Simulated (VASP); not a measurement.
# NbTe (CsCl type) (Pm-3m) in VASP: a series of runs

The runs below take NbTe (CsCl type) through single point, with PBEsol.

All numbers are computed with VASP 6.6.1; they aren't measurements. Logs are shortened: lines on timing, memory, paths and dates and some standing lists are left out, and cuts for length are marked.

### 1 The cell of the first run

It takes space group Pm-3m (No. 221, cubic). The conventional cell has a = 3.292 Å, b = 3.292 Å, c = 3.292 Å, α = 90.00°, β = 90.00°, γ = 90.00°. Nb (site symmetry m-3m) has 8 Te at 2.85 Å and 6 Nb at 3.29 Å within 3.8 Å. Within 3.8 Å of Te (site symmetry m-3m) lie 8 Nb at 2.85 Å and 6 Te at 3.29 Å.

### 2 Single point, PBEsol (volume scaled by 0.92)

File INCAR:

```
SYSTEM = NbTe
ALGO = Normal
EDIFF = 1E-6
ENCUT = 520
GGA = PS
ISIF = 2
ISMEAR = -1
LASPH = .True.
LCHARG = .True.
LELF = .True.
LREAL = .False.
LVHAR = .True.
LWAVE = .False.
NBANDS = 16
NELM = 80
PREC = Accurate
SIGMA = 0.1
```

File KPOINTS:

```
k-points
0
Gamma
  12 12 12
  0 0 0
```

File POSCAR:

```
NbTe
1.0
    3.2920693475      0.0000000000      0.0000000000
    0.0000000000      3.2920693475      0.0000000000
    0.0000000000      0.0000000000      3.2920693475
Nb Te
1 1
Direct
    0.0000000000      0.0000000000      0.0000000000
    0.5000000000      0.5000000000      0.5000000000
```

Potentials or basis: VASP PAW PBE potentials, release 64 (Nb_sv, Te).

Command:

```console
$ cat potpaw_PBE.64/Nb_sv/POTCAR potpaw_PBE.64/Te/POTCAR > POTCAR
$ mpirun -np 1 vasp_std > vasp.out
```

OUTCAR:

```text
SYSTEM = NbTe
   EDIFF = 1E-6
   ENCUT = 520
   GGA = PS
   ISIF = 2
   ISMEAR = -1
   LASPH = .True.
   LREAL = .False.
   NELM = 80
   PREC = Accurate

 ion  position               nearest neighbor table
   1  0.000  0.000  0.000-   2 2.85   2 2.85   2 2.85   2 2.85   2 2.85   2 2.85   2 2.85   2 2.85

   2  0.500  0.500  0.500-   1 2.85   1 2.85   1 2.85   1 2.85   1 2.85   1 2.85   1 2.85   1 2.85

  LATTYP: Found a simple cubic cell.
 ALAT       =     3.2920693475

  Lattice vectors:

 A1 = (   3.2920693475,   0.0000000000,   0.0000000000)
 A2 = (   0.0000000000,   3.2920693475,   0.0000000000)
 A3 = (   0.0000000000,   0.0000000000,   3.2920693475)

Analysis of symmetry for initial positions (statically):
=====================================================================
 Subroutine PRICEL returns:
 Original cell was already a primitive cell.

 Routine SETGRP: Setting up the symmetry group for a
 simple cubic supercell.

 Subroutine GETGRP returns: Found 48 space group operations
 (whereof 48 operations were pure point group operations)
 out of a pool of 48 trial point group operations.

The static configuration has the point symmetry O_h .

Analysis of symmetry for dynamics (positions and initial velocities):
=====================================================================
 Subroutine PRICEL returns:
 Original cell was already a primitive cell.

 Routine SETGRP: Setting up the symmetry group for a
 simple cubic supercell.

 Subroutine GETGRP returns: Found 48 space group operations
 (whereof 48 operations were pure point group operations)
 out of a pool of 48 trial point group operations.

The dynamic configuration has the point symmetry O_h .

 Subroutine INISYM returns: Found 48 space group operations
 (whereof 48 operations are pure point group operations),
 and found     1 'primitive' translations

----------------------------------------------------------------------------------------

                                     Primitive cell

  volume of cell :      35.6785

  direct lattice vectors                    reciprocal lattice vectors
     3.292069348  0.000000000  0.000000000     0.303760308  0.000000000  0.000000000
     0.000000000  3.292069348  0.000000000     0.000000000  0.303760308  0.000000000
     0.000000000  0.000000000  3.292069348     0.000000000  0.000000000  0.303760308

  length of vectors
     3.292069348  3.292069348  3.292069348     0.303760308  0.303760308  0.303760308

  position of ions in fractional coordinates (direct lattice)
     0.000000000  0.000000000  0.000000000
     0.500000000  0.500000000  0.500000000

  ion indices of the primitive-cell ions
   primitive index   ion index
                 1           1
                 2           2

----------------------------------------------------------------------------------------

 KPOINTS: k-points

Automatic generation of k-mesh.
 Grid dimensions read from file:
 generate k-points for:   12   12   12

 Generating k-lattice:

  Cartesian coordinates                     Fractional coordinates (reciprocal lattice)
     0.025313359  0.000000000  0.000000000     0.083333333  0.000000000  0.000000000
     0.000000000  0.025313359  0.000000000     0.000000000  0.083333333  0.000000000
     0.000000000  0.000000000  0.025313359     0.000000000  0.000000000  0.083333333

  Length of vectors
     0.025313359  0.025313359  0.025313359

  Shift w.r.t. Gamma in fractional coordinates (k-lattice)
     0.000000000  0.000000000  0.000000000

 Subroutine IBZKPT returns following result:
 ===========================================

 Found     84 irreducible k-points:

 Following reciprocal coordinates:
            Coordinates               Weight
  0.000000  0.000000  0.000000      1.000000
  0.083333  0.000000  0.000000      6.000000
  0.166667  0.000000  0.000000      6.000000
  0.250000  0.000000  0.000000      6.000000
  0.333333  0.000000  0.000000      6.000000
  0.416667  0.000000  0.000000      6.000000
[... 16 lines left out ...]
  0.333333  0.333333  0.000000     12.000000
  0.416667  0.333333  0.000000     24.000000
 [... further k-points ...]
   k-points           NKPTS =     84   k-points in BZ     NKDIM =     84   number of bands    NBANDS=     16
   number of dos      NEDOS =    301   number of ions     NIONS =      2
   total plane-waves  NPLWV =  13824
   dimension x,y,z NGX =    24 NGY =   24 NGZ =   24
   dimension x,y,z NGXF=    48 NGYF=   48 NGZF=   48
   ions per type =               1   1
   NGX,Y,Z   is equivalent  to a cutoff of  12.12, 12.12, 12.12 a.u.
   NGXF,Y,Z  is equivalent  to a cutoff of  24.24, 24.24, 24.24 a.u.
 SYSTEM =  NbTe
   PREC   = accura    normal or accurate (medium, high low for compatibility)
   ISTART =      0    job   : 0-new  1-cont  2-samecut
   ICHARG =      2    charge: 1-file 2-atom 10-const
   ISPIN  =      1    spin polarized calculation?
   LNONCOLLINEAR =      F non collinear calculations
   LSORBIT =      F    spin-orbit coupling
   LASPH  =      T    aspherical Exc in radial PAW
   ENCUT  =  520.0 eV  38.22 Ry    6.18 a.u.   6.12  6.12  6.12*2*pi/ulx,y,z
   NELM   =     80;   NELMIN=  2; NELMDL= -5     # of ELM steps
   EDIFF  = 0.1E-05   stopping-criterion for ELM
   LREAL  =      F    real-space projection
   EDIFFG = 0.1E-04   stopping-criterion for IOM
   NSW    =      0    number of steps for IOM
   IBRION =     -1    ionic relax: 0-MD 1-quasi-New 2-CG
   NFREE  =      0    steps in history (QN), initial steepest desc. (CG)
   ISIF   =      2    stress and relaxation
   ISYM   =      2    0-nonsym 1-usesym 2-fastsym
   POTIM  = 0.5000    time-step for ionic-motion
   TEBEG  =    0.0;   TEEND  =   0.0 temperature during run
   PSTRESS=    0.0 pullay stress
   NELECT =      19.0000    total number of electrons
   NUPDOWN=      -1.0000    fix difference up-down
   EMIN   =  10.00;   EMAX   =-10.00  energy-range for DOS
   EFERMI =   0.00;   METHOD = LEGACY
   ISMEAR =    -1;   SIGMA  =   0.10  broadening in eV -4-tet -1-fermi 0-gaus
   EFERMI_NEDOS =   21; number of points for ismear=-14 and -15
   IALGO  =     38    algorithm
   IMIX   =      4    mixing-type and parameters
     AMIX     =   0.40;   BMIX     =  1.00
     AMIX_MAG =   1.60;   BMIX_MAG =  1.00
  volume/ion in A,a.u.               =      17.84       120.39
  Fermi-wavevector in a.u.,A,eV,Ry     =   1.326958  2.507586 23.957364  1.760817
  Thomas-Fermi vector in A             =   2.456306
   LORBIT       =      0    0 simple, 1 ext, 2 COOP (PROOUT), +10 PAW based schemes
   GGA     = PS    functional components
   LHFCALC =     F    Hartree Fock is set to
   AEXX    =    0.0000 exact exchange contribution
   IVDW    =     0    specifies the selected vdW correction
   LEPSILON=     F    determine dielectric tensor
   LRPA    =     F    only Hartree local field effects (RPA)
 non-spin polarized calculation
  energy-cutoff  :      520.00
  volume of cell :       35.68
 maximum number of plane-waves:       976
   NGX = 13   NGY = 13   NGZ = 13

 number of electron      18.9999997 magnetization

 Free energy of the ion-electron system (eV)
  ---------------------------------------------------
  ext. energy  EPLUGINS =         0.00000000
  ---------------------------------------------------
  free energy    TOTEN  =       -14.71228644 eV

  energy without entropy =      -14.64490179  energy(sigma->0) =      -14.67859412

 E-fermi :  13.8041     XC(G=0): -12.5117

 val. band max:       13.7972708589   @ k =   0.5000   0.1667   0.1667
 cond. band min:      13.8221114742   @ k =   0.5000   0.3333   0.3333
 fundamental gap:      0.0248406154
 Fermi energy:        13.8041316148

 k-point     1 :       0.0000    0.0000    0.0000
  band No.  band energies     occupation
      1     -41.1353      2.00000
      2     -17.1905      2.00000
      3     -17.1905      2.00000
      4     -17.1905      2.00000
      5      -1.4115      2.00000
      6      10.6359      2.00000
[... 8 lines left out ...]
     15      22.5825      0.00000
     16      22.5825      0.00000

 k-point     2 :       0.0833    0.0000    0.0000
  band No.  band energies     occupation
      1     -41.1338      2.00000
      2     -17.2132      2.00000
      3     -17.1881      2.00000
      4     -17.1881      2.00000
      5      -1.3102      2.00000
      6      10.2561      2.00000
[... 8 lines left out ...]
     15      22.0364      0.00000
     16      22.8325      0.00000

 k-point     3 :       0.1667    0.0000    0.0000
  band No.  band energies     occupation
      1     -41.1297      2.00000
      2     -17.2747      2.00000
      3     -17.1814      2.00000
      4     -17.1814      2.00000
      5      -1.0155      2.00000
      6       9.2114      2.00000
[... 8 lines left out ...]
     15      20.9648      0.00000
     16      23.7472      0.00000

 k-point     4 :       0.2500    0.0000    0.0000
  band No.  band energies     occupation
      1     -41.1240      2.00000
      2     -17.3574      2.00000
      3     -17.1721      2.00000
      4     -17.1721      2.00000
      5      -0.5570      2.00000
      6       7.8864      2.00000
[... 8 lines left out ...]
     15      20.4975      0.00000
     16      25.1015      0.00000

 k-point     5 :       0.3333    0.0000    0.0000
  band No.  band energies     occupation
      1     -41.1183      2.00000
      2     -17.4388      2.00000
      3     -17.1629      2.00000
      4     -17.1629      2.00000
      5       0.0038      2.00000
      6       6.6088      2.00000
[... 8 lines left out ...]
     15      20.6096      0.00000
     16      23.6839      0.00000

 k-point     6 :       0.4167    0.0000    0.0000
  band No.  band energies     occupation
      1     -41.1142      2.00000
      2     -17.4976      2.00000
      3     -17.1561      2.00000
      4     -17.1561      2.00000
      5       0.5336      2.00000
      6       5.6220      2.00000
[... 8 lines left out ...]
     15      20.3844      0.00000
     16      22.3621      0.00000

 k-point     7 :       0.5000    0.0000    0.0000
  band No.  band energies     occupation
      1     -41.1127      2.00000
      2     -17.5190      2.00000
      3     -17.1536      2.00000
      4     -17.1536      2.00000
      5       0.7735      2.00000
      6       5.2261      2.00000
[... 8 lines left out ...]
     15      20.1239      0.00000
     16      21.6363      0.00000

 k-point     8 :       0.0833    0.0833    0.0000
  band No.  band energies     occupation
      1     -41.1323      2.00000
      2     -17.2129      2.00000
      3     -17.2084      2.00000
      4     -17.1857      2.00000
      5      -1.2113      2.00000
      6      10.2117      2.00000
[... 8 lines left out ...]
     15      21.9922      0.00000
     16      22.6402      0.00000

 k-point     9 :       0.1667    0.0833    0.0000
  band No.  band energies     occupation
      1     -41.1282      2.00000
      2     -17.2719      2.00000
      3     -17.2033      2.00000
      4     -17.1791      2.00000
      5      -0.9239      2.00000
      6       9.2586      2.00000
[... 8 lines left out ...]
     15      21.2308      0.00000
     16      23.4103      0.00000
[... 172 lines left out ...]
 k-point    19 :       0.2500    0.2500    0.0000
  band No.  band energies     occupation
      1     -41.1128      2.00000
      2     -17.3404      2.00000
      3     -17.3232      2.00000
      4     -17.1571      2.00000
      5       0.0967      2.00000
      6       8.0122      2.00000
[... 8 lines left out ...]
     15      22.5983      0.00000
     16      24.0253      0.00000

 k-point    20 :       0.3333    0.2500    0.0000
  band No.  band energies     occupation
      1     -41.1072      2.00000
      2     -17.4104      2.00000
      3     -17.3183      2.00000
      4     -17.1496      2.00000
      5       0.5002      2.00000
      6       7.2252      2.00000
[... 8 lines left out ...]
     15      21.6736      0.00000
     16      24.1942      0.00000

 k-point    21 :       0.4167    0.2500    0.0000
  band No.  band energies     occupation
      1     -41.1030      2.00000
      2     -17.4664      2.00000
      3     -17.3093      2.00000
      4     -17.1441      2.00000
      5       0.8528      2.00000
      6       6.5155      2.00000
[... 8 lines left out ...]
     15      20.6863      0.00000
     16      24.1550      0.00000

 k-point    22 :       0.5000    0.2500    0.0000
  band No.  band energies     occupation
      1     -41.1015      2.00000
      2     -17.4868      2.00000
      3     -17.3060      2.00000
      4     -17.1421      2.00000
      5       1.0000      2.00000
      6       6.2411      2.00000
[... 8 lines left out ...]
     15      20.1825      0.00000
     16      24.1067      0.00000

 k-point    23 :       0.3333    0.3333    0.0000
  band No.  band energies     occupation
      1     -41.1016      2.00000
      2     -17.4016      2.00000
      3     -17.3890      2.00000
      4     -17.1430      2.00000
      5       0.7917      2.00000
      6       7.3756      2.00000
[... 8 lines left out ...]
     15      21.9160      0.00000
     16      24.2247      0.00000

 k-point    24 :       0.4167    0.3333    0.0000
  band No.  band energies     occupation
      1     -41.0975      2.00000
      2     -17.4508      2.00000
      3     -17.3844      2.00000
      4     -17.1382      2.00000
      5       1.0337      2.00000
      6       7.0796      2.00000
[... 8 lines left out ...]
     15      21.5234      0.00000
     16      24.1282      0.00000

 [... further k-points ...]
[... 5 lines left out ...]
  --------------------------------------------------------------------------------------
  -------------------------------------------------------------------------------------
  Total        3.2945248      3.2945248      3.2945248      0.0000000      0.0000000     -0.0000000
  in kB      147.9436864    147.9436864    147.9436864      0.0000000      0.0000000     -0.0000000
  external PRESSURE =     147.9436864 kB  Pullay stress =       0.0000000 kB

 VOLUME and BASIS-vectors are now :
 -----------------------------------------------------------------------------
  energy-cutoff  :      520.00
  volume of cell :       35.68
      direct lattice vectors                 reciprocal lattice vectors
     3.292069348  0.000000000  0.000000000     0.303760308  0.000000000  0.000000000
     0.000000000  3.292069348  0.000000000     0.000000000  0.303760308  0.000000000
     0.000000000  0.000000000  3.292069348     0.000000000  0.000000000  0.303760308

 POSITION                                       TOTAL-FORCE (eV/Angst)
 -----------------------------------------------------------------------------------
      0.00000      0.00000      0.00000         0.000000      0.000000      0.000000
      1.64603      1.64603      1.64603         0.000000      0.000000      0.000000
 -----------------------------------------------------------------------------------
    total drift:                               -0.000000      0.000000      0.000000

  FREE ENERGIE OF THE ION-ELECTRON SYSTEM (eV)
  ---------------------------------------------------
  free  energy   TOTEN  =       -14.7122864396 eV

  energy  without entropy=      -14.6449017942  energy(sigma->0) =      -14.67859412
```

Wall time 11 s (1 thread of Intel Xeon 6975P-C (Granite Rapids), shared host); peak memory 0.17 GiB.

What came out:

- Free energy: -14.7123 eV
- Pressure: 14.8 GPa

Levels at points of the mesh, in eV from the Fermi level:
```
           k point  band 8  band 9  band 10  band 11  band 12  band 13
(0.00, 0.00, 0.00)   -1.07   -1.07    -1.07     1.25     1.25     1.25
(0.50, 0.00, 0.00)   -3.10   -2.31     1.41     2.77     4.36     5.84
(0.50, 0.50, 0.00)   -2.96   -0.46    -0.46     0.99     1.80     3.02
(0.50, 0.50, 0.50)   -7.22    2.31     2.31     2.31     3.16     3.16
```

Caveat: the cell differs from its parent crystal (volume scaled by 0.92); the PAW data sets were made with another functional, which shifts forces and pressure a little; spin-orbit coupling is left out, which moves the levels of the heavy elements.

### 3 Single point, PBEsol

This run uses another cell than the first one, of 19.39 Å³/atom, 1.087 times its volume.

File INCAR:

```
SYSTEM = NbTe
PREC     = Accurate       ! precision mode
ENCUT    = 520            ! plane-wave cutoff, eV
EDIFF    = 1E-6           ! SCF threshold, eV
ISMEAR   = -1             ! smearing method
SIGMA    = 0.1            ! smearing width, eV
LREAL    = .False.        ! projectors in reciprocal space
LASPH    = .True.         ! aspherical terms in the spheres
NELM     = 60             ! most SCF steps
ALGO     = Normal         ! electronic algorithm
ISIF     = 2              ! what is computed and relaxed
LWAVE    = .False.        ! write WAVECAR
LCHARG   = .False.        ! write CHGCAR
GGA      = PS             ! functional
NBANDS   = 16             ! bands
```

File KPOINTS:

```
Automatic mesh
0
Gamma
  12 12 12
  0 0 0
```

File POSCAR:

```
NbTe
1.0
    3.3848521171      0.0000000000      0.0000000000
    0.0000000000      3.3848521171      0.0000000000
    0.0000000000      0.0000000000      3.3848521171
Nb Te
1 1
Direct
    0.0000000000      0.0000000000      0.0000000000
    0.5000000000      0.5000000000      0.5000000000
```

Potentials or basis: VASP PAW PBE potentials, release 64 (Nb_sv, Te).

Command:

```console
$ cat potpaw_PBE.64/Nb_sv/POTCAR potpaw_PBE.64/Te/POTCAR > POTCAR
$ mpirun -np 1 vasp_std > vasp.out
```

Wall time 19 s (1 thread of Intel Xeon 6975P-C (Granite Rapids), shared host); peak memory 0.19 GiB.

The run converged. Its results:

```
Free energy : -14.8452 eV
Pressure    : -0.1 GPa
```

Levels at points of the mesh, in eV from the Fermi level:
```csv
k point,band 6,band 7,band 8,band 9,band 10,band 11,band 12,band 13
"(0.00, 0.00, 0.00)",-2.81,-2.81,-1.16,-1.16,-1.16,1.11,1.11,1.11
"(0.50, 0.00, 0.00)",-8.05,-2.89,-2.89,-2.02,1.26,2.42,4.47,5.09
"(0.50, 0.50, 0.00)",-5.67,-5.67,-2.72,-0.40,-0.40,0.72,1.36,2.65
"(0.50, 0.50, 0.50)",-6.66,-6.66,-6.66,2.12,2.12,2.12,2.78,2.78
```

Caveat: the PAW data sets were made with another functional, which shifts forces and pressure a little; spin-orbit coupling is left out, which moves the levels of the heavy elements.
